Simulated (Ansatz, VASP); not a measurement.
Two plane-wave programs on Bi

```
Bi
1.0
     4.62835    0.00000    0.12464
     0.00000    4.62794    0.00000
    -0.16951    0.00000    6.55762
Bi
4
Cartesian
  3.3453 3.4710 5.0128
  1.1135 1.1570 1.6695
  3.4271 3.4710 1.7339
  1.0318 1.1570 4.9483
```

Alike in both runs: functional PBE; k mesh 10 × 10 × 8; occupations gaussian, width 0.1 eV; no spin polarisation.

Ansatz relaxed the structure, and its values are those at the end. VASP's run is a single point on that final structure, the one shown.

```csv
,VASP,Ansatz
version,VASP 6.6.1,Ansatz 0.2.0
potentials or method,"VASP PAW PBE potentials, release 64 (Bi_d), cutoff 520 eV","scalar-relativistic, plane waves, PAW"
valence electrons in the cell,60,60
```

```tsv
	VASP	Ansatz	Ansatz less VASP
gap on the k mesh at the Fermi level (eV)	none	none	-
pressure (GPa)	-0.1	0.0	+0.07
```

A gap of «none» marks a metal or a gap that the smearing closes.

Neither program's run includes spin-orbit coupling.
